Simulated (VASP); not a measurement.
Input of a VASP 6.6.1 run:

File POSCAR:

```
Cs
1.0
   -2.9169538334      2.9169538334      2.9169538334
    2.9169538334     -2.9169538334      2.9169538334
    2.9169538334      2.9169538334     -2.9169538334
Cs
1
Direct
    0.0000000000      0.0000000000      0.0000000000
```

The input INCAR.step1:

```
ALGO = Normal ; EDIFF = 1E-4
ENCUT = 520 ; GGA = PE
ISMEAR = 0 ; LASPH = T
LCHARG = F ; LREAL = F
LWAVE = T ; NBANDS = 10
NELM = 80 ; PREC = Accurate
SIGMA = 0.05
```

INCAR.step2

```
ALGO = Normal ; EDIFF = 1E-6
ENCUT = 520 ; ISIF = 2
ISMEAR = 0 ; ISTART = 1
LASPH = T ; LCHARG = F
LMIXTAU = T ; LREAL = F
LWAVE = F ; METAGGA = R2SCAN
NBANDS = 10 ; NELM = 80
PREC = Accurate ; SIGMA = 0.05
```

File KPOINTS:

```
k-points
0
Gamma
  12 12 12
```

Potentials or basis: VASP PAW PBE potentials, release 64 (Cs_sv).

Launch:

```sh
$ cat potpaw_PBE.64/Cs_sv/POTCAR > POTCAR
$ cp INCAR.step1 INCAR
$ mpirun -np 1 vasp_std > vasp.out
$ cp INCAR.step2 INCAR
$ mpirun -np 1 vasp_std > vasp.out
```

(1) Predict the band gap on the k mesh.

(2) What does it give for the pressure?

Results:

(1) zero (an odd number of electrons rules out a gap without spin polarisation).

(2) 0.6 GPa.

Caveat: the PAW data sets were made with another functional, which shifts forces and pressure a little; spin-orbit coupling is left out, which moves the levels of the heavy elements.
